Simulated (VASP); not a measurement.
ZrSnSe3: single point with PBE

ZrSnSe3:

```
CELL_PARAMETERS angstrom
4.92347 0.00000 0.00000
0.00000 4.92347 0.00000
0.00000 0.00000 4.91625
ATOMIC_POSITIONS crystal
Zr 0.50000 0.50000 0.48507
Sn 0.00000 0.00000 0.99676
Se 0.50000 0.00000 0.48536
Se 0.50000 0.50000 0.98504
Se 0.00000 0.50000 0.48536
```

```json
{"Program": "VASP 6.6.1", "Task": "single point", "Functional": "PBE", "Potentials or basis": "VASP PAW PBE potentials, release 64 (Zr_sv, Sn_d, Se)", "Cutoff": "520 eV", "k mesh": "4 × 4 × 4", "Occupations": "gaussian, width 0.1 eV", "Spin": "no spin polarisation"}
```

```json
{
 "Pressure": "15.6 GPa",
 "Largest force": "0.131 eV/Å",
 "Band gap on the k mesh": "zero (band 22 reaches 6.21 eV, above the bottom of band 23 at 6.07 eV)"
}
```

Forces on the atoms (eV/Å):
```
Zr   0.000  0.000 -0.026
Sn   0.000  0.000  0.131
Se   0.000  0.000 -0.050
Se   0.000  0.000 -0.005
Se   0.000  0.000 -0.050
```

Stress tensor (GPa, compression positive):
```
15.47  0.00  0.00
 0.00 15.47  0.00
 0.00  0.00 15.73
```

Levels at points of the mesh, in eV from the Fermi level:
```
           k point  band 18  band 19  band 20  band 21  band 22  band 23  band 24  band 25  band 26  band 27
(0.00, 0.00, 0.00)    -1.59    -1.58    -0.72    -0.72    -0.71    -0.03    -0.03    -0.03     2.75     2.78
(0.50, 0.00, 0.00)    -3.29    -2.24    -1.35    -0.71    -0.71     0.06     0.06     1.48     1.48     2.93
(0.50, 0.50, 0.00)    -3.35    -3.28    -3.28    -2.17     0.05     0.11     2.40     2.40     2.97     2.97
(0.00, 0.00, 0.50)    -3.30    -2.24    -1.35    -0.72    -0.72     0.05     0.06     1.47     1.47     2.92
(0.50, 0.00, 0.50)    -3.32    -3.32    -3.30    -2.18     0.06     0.11     2.42     2.42     2.97     2.99
(0.50, 0.50, 0.50)    -4.43    -4.42     0.09     0.10     0.10     1.67     1.67     1.68     4.92     4.92
```

Wall time 73 s on 1 thread of Intel(R) Xeon(R) Platinum 8488C (Sapphire Rapids), on a shared host, peak memory 0.27 GiB.

Caveat: spin-orbit coupling is left out, which moves the levels of the heavy elements.
